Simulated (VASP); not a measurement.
Here is a VASP 6.6.1 calculation.

INCAR

```
SYSTEM = PrInBr4
  PREC = Accurate
  ENCUT = 500
  EDIFF = 1E-6
  ISMEAR = 0
  SIGMA = 0.1
  LREAL = .False.
  LASPH = .True.
  NELM = 200
  ALGO = Normal
  ISIF = 2
  LWAVE = .False.
  LCHARG = .False.
  GGA = PE
  NBANDS = 35
  GGA_COMPAT = .False.
  LMAXMIX = 6
```

File KPOINTS:

```
Automatic mesh
0
Gamma
  4 4 2
  0 0 0
```

File POSCAR:

```
PrInBr4
1.0
    5.1457404734      0.0000000000      0.0000000000
    0.0000000000      5.1457404734      0.0000000000
    0.0000000000      0.0000000000      7.7623788817
Pr In Br
1 1 4
Direct
    0.0000000000      0.0000000000      0.0000000000
    0.5000000000      0.5000000000      0.5000000000
    0.5000000000      0.0000000000      0.7757546245
    0.0000000000      0.5000000000      0.2242453755
    0.5000000000      0.0000000000      0.2242453755
    0.0000000000      0.5000000000      0.7757546245
```

Potentials or basis: VASP PAW PBE potentials, release 64 (Pr_3, In_d, Br), 4f in core.

Command:

```sh
$ cat potpaw_PBE.64/Pr_3/POTCAR potpaw_PBE.64/In_d/POTCAR potpaw_PBE.64/Br/POTCAR > POTCAR
$ mpirun -np 1 vasp_std > vasp.out
```

**Question.** What does it give for the band gap on the k mesh?

**Answer.** 2.02 eV (least direct gap 2.19 eV).

**Question.** What does it give for the largest force?

**Answer.** 0.035 eV/Å.

**Question.** Predict the pressure.

**Answer.** 0.3 GPa.

Forces in eV/Å, atoms in the order of the input:
```
Pr   0.000  0.000  0.000
In   0.000  0.000  0.000
Br   0.000  0.000  0.035
Br   0.000  0.000 -0.035
Br   0.000  0.000 -0.035
Br   0.000  0.000  0.035
```

Caveat: spin-orbit coupling is left out, which moves the levels of the heavy elements; the 4f electrons are frozen in the core, so they carry no moment and show no levels. A k mesh can miss the band edges.
